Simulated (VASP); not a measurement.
Wanted: the native input for a VASP 6.6.1 run.

- Task: single point
- Functional: LDA
- Potentials or basis: VASP PAW LDA potentials, release 64 (In_d, Pd)
- Cutoff: 520 eV
- k mesh: 9 × 9 × 9
- Occupations: fermi-dirac, width 0.15 eV
- Spin: no spin polarisation
- Dipole correction: no
- Further INCAR settings: ALGO = Normal; EDIFF = 1e-06; NBANDS = 18

The structure of InPd lies in POSCAR:

```
InPd
1.0
    3.1821987917      0.0000000000      0.0000000000
    0.0000000000      3.1821987917      0.0000000000
    0.0000000000      0.0000000000      3.1821987917
In Pd
1 1
Direct
    0.0000000000      0.0000000000      0.0000000000
    0.5000000000      0.5000000000      0.5000000000
```

One way to write it, as run:

INCAR

```
SYSTEM = InPd
ALGO = Normal
EDIFF = 1E-6
ENCUT = 520
GGA = CA
ISIF = 2
ISMEAR = -1
LASPH = .TRUE.
LCHARG = .FALSE.
LREAL = .FALSE.
LWAVE = .FALSE.
NBANDS = 18
NELM = 100
PREC = Accurate
SIGMA = 0.15
```

KPOINTS

```
k-points
0
G
  9 9 9
  0 0 0
```

Potentials or basis: VASP PAW LDA potentials, release 64 (In_d, Pd).

Run with:

```console
$ cat potpaw_LDA.64/In_d/POTCAR potpaw_LDA.64/Pd/POTCAR > POTCAR
$ mpirun -np 1 vasp_std > vasp.out
```

It gave:

```json
{"Pressure": "5.8 GPa"}
```

Run time: 9.4 s on 1 thread of Intel(R) Xeon(R) Platinum 8488C (Sapphire Rapids) (shared host), peak memory 0.14 GiB.
